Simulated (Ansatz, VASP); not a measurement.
## PC2: VASP beside Ansatz

```
P C
1.0
     3.74419    0.00000    0.00000
     0.00000    4.57938    0.00000
     0.00000    0.00000    2.84189
P C
2 4
Direct
  0.00000 0.00000 0.00000
  0.50000 0.50000 0.50000
  0.14967 0.40684 0.00000
  0.85033 0.59316 0.00000
  0.64967 0.09316 0.50000
  0.35033 0.90684 0.50000
```

Change from the starting cell: species swapped into the P2Ru type (Pnnm, No. 58).

Alike in both runs: functional PBE; k mesh 6 × 4 × 6; occupations gaussian, width 0.1 eV; no spin polarisation.

Ansatz relaxed the structure, and its values are those at the end. VASP's run is a single point on that final structure, the one shown.

|  | VASP | Ansatz |
| --- | --- | --- |
| version | VASP 6.6.1 | Ansatz 0.2.0 |
| potentials or method | VASP PAW PBE potentials, release 64 (P, C_h), cutoff 910 eV | scalar-relativistic, plane waves, PAW |
| valence electrons in the cell | 26 | 26 |

|  | VASP | Ansatz | Ansatz less VASP |
| --- | --- | --- | --- |
| gap on the k mesh at the Fermi level (eV) | none | none | - |
| rms of the force components (eV/Å) | 0.018 | 0.015 | -0.0030 |

A gap of «none» marks a metal or a gap that the smearing closes.

The k mesh is coarse, so the values compare programs but aren't converged. Noted on VASP's run: the cutoff is short for stress, so the pressure is rough.
